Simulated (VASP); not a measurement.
GaN: single point with PBE

Crystal: GaN.

```
CELL_PARAMETERS angstrom
3.21087 0.00000 0.00000
-1.60543 2.78069 0.00000
0.00000 0.00000 5.29019
ATOMIC_POSITIONS crystal
Ga 0.33333 0.66667 0.75000
Ga 0.66667 0.33333 0.25000
N 0.00000 0.00000 0.00000
N 0.00000 0.00000 0.50000
```

| Quantity | Value |
| --- | --- |
| Program | VASP 6.6.1 |
| Task | single point |
| Functional | PBE |
| Potentials or basis | VASP PAW PBE potentials, release 64 (Ga_d, N) |
| Cutoff | 520 eV |
| k mesh | 6 × 6 × 4 |
| Occupations | gaussian, width 0.1 eV |
| Spin | no spin polarisation |

- Pressure: -14.4 GPa
- Band gap on the k mesh: zero (band 18 reaches 6.73 eV, above the bottom of band 19 at 5.81 eV)

Stress tensor (GPa, compression positive):
```
-19.02   0.00   0.00
  0.00 -19.02   0.00
  0.00   0.00  -5.30
```

Levels at points of the mesh, in eV from the Fermi level:
```tsv
k point	band 14	band 15	band 16	band 17	band 18	band 19	band 20	band 21	band 22	band 23
(0.00, 0.00, 0.00)	-1.64	-1.64	-1.51	-0.60	-0.60	-0.44	4.00	4.46	7.05	7.05
(0.50, 0.00, 0.00)	-5.56	-4.69	-3.20	-1.74	-1.07	0.39	1.91	5.65	5.86	6.99
(0.00, 0.00, 0.50)	-5.16	-1.17	-1.17	-1.17	-1.17	1.23	1.23	8.37	8.37	8.68
(0.50, 0.00, 0.50)	-7.06	-2.99	-2.99	-2.29	-2.29	1.77	1.77	4.31	4.31	9.11
```

It took 26 s on 1 thread of Intel(R) Xeon(R) Platinum 8488C (Sapphire Rapids), with other jobs on the host, peak memory 0.16 GiB.

Caveat: the k points lie up to 0.38 Å⁻¹ apart.
